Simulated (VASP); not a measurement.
# BaF2 (Fm-3m) in VASP: single point with PBE

Aim: the single point of BaF2 with PBE.

All numbers are computed with VASP 6.6.1; they aren't measurements. Logs are shortened: lines on timing, memory, paths and dates and some standing lists are left out, and cuts for length are marked.

**1. The cell of the first run**

It takes space group Fm-3m (No. 225, cubic). The conventional cell has a = 6.144 Å, b = 6.144 Å, c = 6.144 Å, α = 90.00°, β = 90.00°, γ = 90.00°. Within 3.5 Å of Ba (site symmetry m-3m) lie 8 F at 2.66 Å. Within 3.5 Å of F (site symmetry -43m) lie 4 Ba at 2.66 Å and 6 F at 3.07 Å.

**2. Single point, PBE**

Contents of INCAR:

```
PREC = Accurate
ENCUT = 1350
EDIFF = 1E-6
ISMEAR = -1
SIGMA = 0.05
LREAL = F
LASPH = T
NELM = 120
ALGO = Normal
ISIF = 2
LWAVE = F
LCHARG = F
GGA = PE
NBANDS = 19
GGA_COMPAT = F
```

Contents of KPOINTS:

```
Automatic mesh
0
Gamma
  6 6 6
```

Contents of POSCAR:

```
BaF2
1.0
    0.0000000000      3.0722453632      3.0722453632
    3.0722453632      0.0000000000      3.0722453632
    3.0722453632      3.0722453632      0.0000000000
Ba F
1 2
Direct
    0.0000000000      0.0000000000      0.0000000000
    0.2500000000      0.2500000000      0.2500000000
    0.7500000000      0.7500000000      0.7500000000
```

Potentials or basis: VASP PAW PBE potentials, release 64 (Ba_sv, F_h).

On the command line:

```console
> cat potpaw_PBE.64/Ba_sv/POTCAR potpaw_PBE.64/F_h/POTCAR > POTCAR
> mpirun -np 1 vasp_std > vasp.out
```

OUTCAR:

```text
PREC = Accurate
   ENCUT = 1350
   EDIFF = 1E-6
   ISMEAR = -1
   LREAL = F
   LASPH = T
   NELM = 120
   ISIF = 2
   GGA = PE

 ion  position               nearest neighbor table
   1  0.000  0.000  0.000-   3 2.66   2 2.66   3 2.66   2 2.66   3 2.66   3 2.66   2 2.66   2 2.66

   2  0.250  0.250  0.250-   1 2.66   1 2.66   1 2.66   1 2.66
   3  0.750  0.750  0.750-   1 2.66   1 2.66   1 2.66   1 2.66

  LATTYP: Found a face centered cubic cell.
 ALAT       =     6.1444907264

  Lattice vectors:

 A1 = (   0.0000000000,   3.0722453632,   3.0722453632)
 A2 = (   3.0722453632,   0.0000000000,   3.0722453632)
 A3 = (   3.0722453632,   3.0722453632,   0.0000000000)

Analysis of symmetry for initial positions (statically):
=====================================================================
 Subroutine PRICEL returns:
 Original cell was already a primitive cell.

 Routine SETGRP: Setting up the symmetry group for a
 face centered cubic supercell.

 Subroutine GETGRP returns: Found 48 space group operations
 (whereof 48 operations were pure point group operations)
 out of a pool of 48 trial point group operations.

The static configuration has the point symmetry O_h .

Analysis of symmetry for dynamics (positions and initial velocities):
=====================================================================
 Subroutine PRICEL returns:
 Original cell was already a primitive cell.

 Routine SETGRP: Setting up the symmetry group for a
 face centered cubic supercell.

 Subroutine GETGRP returns: Found 48 space group operations
 (whereof 48 operations were pure point group operations)
 out of a pool of 48 trial point group operations.

The dynamic configuration has the point symmetry O_h .

 Subroutine INISYM returns: Found 48 space group operations
 (whereof 48 operations are pure point group operations),
 and found     1 'primitive' translations

----------------------------------------------------------------------------------------

                                     Primitive cell

  volume of cell :      57.9960

  direct lattice vectors                    reciprocal lattice vectors
     0.000000000  3.072245363  3.072245363    -0.162747418  0.162747418  0.162747418
     3.072245363  0.000000000  3.072245363     0.162747418 -0.162747418  0.162747418
     3.072245363  3.072245363  0.000000000     0.162747418  0.162747418 -0.162747418

  length of vectors
     4.344811060  4.344811060  4.344811060     0.281886797  0.281886797  0.281886797

  position of ions in fractional coordinates (direct lattice)
     0.000000000  0.000000000  0.000000000
     0.250000000  0.250000000  0.250000000
     0.750000000  0.750000000  0.750000000

  ion indices of the primitive-cell ions
   primitive index   ion index
                 1           1
                 2           2
                 3           3

----------------------------------------------------------------------------------------

 KPOINTS: Automatic mesh

Automatic generation of k-mesh.
 Grid dimensions read from file:
 generate k-points for:    6    6    6

 Generating k-lattice:

  Cartesian coordinates                     Fractional coordinates (reciprocal lattice)
    -0.027124570  0.027124570  0.027124570     0.166666667  0.000000000  0.000000000
     0.027124570 -0.027124570  0.027124570     0.000000000  0.166666667  0.000000000
     0.027124570  0.027124570 -0.027124570     0.000000000  0.000000000  0.166666667

  Length of vectors
     0.046981133  0.046981133  0.046981133

  Shift w.r.t. Gamma in fractional coordinates (k-lattice)
     0.000000000  0.000000000  0.000000000

 Subroutine IBZKPT returns following result:
 ===========================================

 Found     16 irreducible k-points:

 Following reciprocal coordinates:
            Coordinates               Weight
  0.000000  0.000000  0.000000      1.000000
  0.166667  0.000000  0.000000      8.000000
  0.333333  0.000000  0.000000      8.000000
  0.500000  0.000000  0.000000      4.000000
  0.166667  0.166667  0.000000      6.000000
  0.333333  0.166667  0.000000     24.000000
[... 8 lines left out ...]
 -0.333333  0.333333  0.166667     24.000000
 -0.333333  0.500000  0.166667     12.000000
   k-points           NKPTS =     16   k-points in BZ     NKDIM =     16   number of bands    NBANDS=     19
   number of dos      NEDOS =    301   number of ions     NIONS =      3
   total plane-waves  NPLWV = 157464
   dimension x,y,z NGX =    54 NGY =   54 NGZ =   54
   dimension x,y,z NGXF=   108 NGYF=  108 NGZF=  108
   ions per type =               1   2
   NGX,Y,Z   is equivalent  to a cutoff of  20.66, 20.66, 20.66 a.u.
   NGXF,Y,Z  is equivalent  to a cutoff of  41.32, 41.32, 41.32 a.u.
 SYSTEM =  unknown system
   PREC   = accura    normal or accurate (medium, high low for compatibility)
   ISTART =      0    job   : 0-new  1-cont  2-samecut
   ICHARG =      2    charge: 1-file 2-atom 10-const
   ISPIN  =      1    spin polarized calculation?
   LNONCOLLINEAR =      F non collinear calculations
   LSORBIT =      F    spin-orbit coupling
   LASPH  =      T    aspherical Exc in radial PAW
   ENCUT  = 1350.0 eV  99.22 Ry    9.96 a.u.  13.02 13.02 13.02*2*pi/ulx,y,z
   NELM   =    120;   NELMIN=  2; NELMDL= -5     # of ELM steps
   EDIFF  = 0.1E-05   stopping-criterion for ELM
   LREAL  =      F    real-space projection
   EDIFFG = 0.1E-04   stopping-criterion for IOM
   NSW    =      0    number of steps for IOM
   IBRION =     -1    ionic relax: 0-MD 1-quasi-New 2-CG
   NFREE  =      0    steps in history (QN), initial steepest desc. (CG)
   ISIF   =      2    stress and relaxation
   ISYM   =      2    0-nonsym 1-usesym 2-fastsym
   POTIM  = 0.5000    time-step for ionic-motion
   TEBEG  =    0.0;   TEEND  =   0.0 temperature during run
   PSTRESS=    0.0 pullay stress
   NELECT =      24.0000    total number of electrons
   NUPDOWN=      -1.0000    fix difference up-down
   EMIN   =  10.00;   EMAX   =-10.00  energy-range for DOS
   EFERMI =   0.00;   METHOD = LEGACY
   ISMEAR =    -1;   SIGMA  =   0.05  broadening in eV -4-tet -1-fermi 0-gaus
   EFERMI_NEDOS =   21; number of points for ismear=-14 and -15
   IALGO  =     38    algorithm
   IMIX   =      4    mixing-type and parameters
     AMIX     =   0.40;   BMIX     =  1.00
     AMIX_MAG =   1.60;   BMIX_MAG =  1.00
  volume/ion in A,a.u.               =      19.33       130.46
  Fermi-wavevector in a.u.,A,eV,Ry     =   1.219961  2.305392 20.249623  1.488305
  Thomas-Fermi vector in A             =   2.355195
   LORBIT       =      0    0 simple, 1 ext, 2 COOP (PROOUT), +10 PAW based schemes
   GGA     = PE    functional components
   LHFCALC =     F    Hartree Fock is set to
   AEXX    =    0.0000 exact exchange contribution
   IVDW    =     0    specifies the selected vdW correction
   LEPSILON=     F    determine dielectric tensor
   LRPA    =     F    only Hartree local field effects (RPA)
 non-spin polarized calculation
  energy-cutoff  :     1350.00
  volume of cell :       58.00
 maximum number of plane-waves:      6574
 NGX is ok and might be reduce to    54
   NGX = 25   NGY = 25   NGZ = 25

 number of electron      23.9999998 magnetization

 Free energy of the ion-electron system (eV)
  ---------------------------------------------------
  ext. energy  EPLUGINS =         0.00000000
  ---------------------------------------------------
  free energy    TOTEN  =       -17.08980739 eV

  energy without entropy =      -17.08980739  energy(sigma->0) =      -17.08980739

 E-fermi :  -0.4929     XC(G=0):  -8.8236

 val. band max:       -1.6780814990   @ k =  -0.1667   0.1667   0.0000
 cond. band min:       5.2269253691   @ k =   0.0000   0.0000   0.0000
 fundamental gap:      6.9050068681
 Fermi energy:        -0.4929451385

 k-point     1 :       0.0000    0.0000    0.0000
  band No.  band energies     occupation
      1     -24.6933      2.00000
      2     -20.6379      2.00000
      3     -20.5485      2.00000
      4      -9.4904      2.00000
      5      -9.4904      2.00000
      6      -9.4904      2.00000
[... 11 lines left out ...]
     18       9.9441      0.00000
     19      13.9695      0.00000

 k-point     2 :       0.1667    0.0000    0.0000
  band No.  band energies     occupation
      1     -24.6346      2.00000
      2     -20.6692      2.00000
      3     -20.6193      2.00000
      4      -9.5427      2.00000
      5      -9.5366      2.00000
      6      -9.5366      2.00000
[... 11 lines left out ...]
     18       9.9674      0.00000
     19      12.9307      0.00000

 k-point     3 :       0.3333    0.0000    0.0000
  band No.  band energies     occupation
      1     -24.5094      2.00000
      2     -20.8120      2.00000
      3     -20.6890      2.00000
      4      -9.6302      2.00000
      5      -9.6249      2.00000
      6      -9.6249      2.00000
[... 11 lines left out ...]
     18      10.0535      0.00000
     19      12.0614      0.00000

 k-point     4 :       0.5000    0.0000    0.0000
  band No.  band energies     occupation
      1     -24.4422      2.00000
      2     -20.9012      2.00000
      3     -20.7109      2.00000
      4      -9.6672      2.00000
      5      -9.6672      2.00000
      6      -9.6668      2.00000
[... 231 lines left out ...]
     18      10.9888      0.00000
     19      13.0530      0.00000

 k-point    15 :      -0.3333    0.3333    0.1667
  band No.  band energies     occupation
      1     -24.3753      2.00000
      2     -20.8846      2.00000
      3     -20.8365      2.00000
      4      -9.8785      2.00000
      5      -9.6285      2.00000
      6      -9.6282      2.00000
[... 11 lines left out ...]
     18      11.9440      0.00000
     19      12.6641      0.00000

 k-point    16 :      -0.3333    0.5000    0.1667
  band No.  band energies     occupation
      1     -24.3521      2.00000
      2     -20.9310      2.00000
      3     -20.8261      2.00000
      4      -9.9404      2.00000
      5      -9.7703      2.00000
      6      -9.4599      2.00000
[... 11 lines left out ...]
     18      13.0629      0.00000
     19      13.3808      0.00000

------------------------ aborting loop because EDIFF is reached ----------------------------------------

  FORCE on cell =-STRESS in cart. coord.  units (eV):
  Direction    XX          YY          ZZ          XY          YZ          ZX
  --------------------------------------------------------------------------------------
  -------------------------------------------------------------------------------------
  Total        1.4790723      1.4790723      1.4790723      0.0000000     -0.0000000      0.0000000
  in kB       40.8603706     40.8603706     40.8603706      0.0000000     -0.0000000      0.0000000
  external PRESSURE =      40.8603706 kB  Pullay stress =       0.0000000 kB

 VOLUME and BASIS-vectors are now :
 -----------------------------------------------------------------------------
  energy-cutoff  :     1350.00
  volume of cell :       58.00
      direct lattice vectors                 reciprocal lattice vectors
     0.000000000  3.072245363  3.072245363    -0.162747418  0.162747418  0.162747418
     3.072245363  0.000000000  3.072245363     0.162747418 -0.162747418  0.162747418
     3.072245363  3.072245363  0.000000000     0.162747418  0.162747418 -0.162747418

 POSITION                                       TOTAL-FORCE (eV/Angst)
 -----------------------------------------------------------------------------------
      0.00000      0.00000      0.00000         0.000000      0.000000      0.000000
      1.53612      1.53612      1.53612        -0.000000     -0.000000      0.000000
      4.60837      4.60837      4.60837        -0.000000      0.000000     -0.000000
 -----------------------------------------------------------------------------------
    total drift:                                0.000000      0.000000      0.000000

  FREE ENERGIE OF THE ION-ELECTRON SYSTEM (eV)
  ---------------------------------------------------
  free  energy   TOTEN  =       -17.0898073855 eV

  energy  without entropy=      -17.0898073855  energy(sigma->0) =      -17.08980739
```

It took 76 s on 1 thread of Intel Xeon Platinum 8259CL at 2.50GHz (Skylake/Cascade Lake), shared host; peak memory 0.42 GiB.

Results:

```
Free energy            : -17.0898 eV
Pressure               : 4.1 GPa
Band gap on the k mesh : 6.91 eV (least direct gap 6.98 eV)
```

Caveat: the cell stands under pressure; spin-orbit coupling is left out, which moves the levels of the heavy elements. A k mesh can miss the band edges.
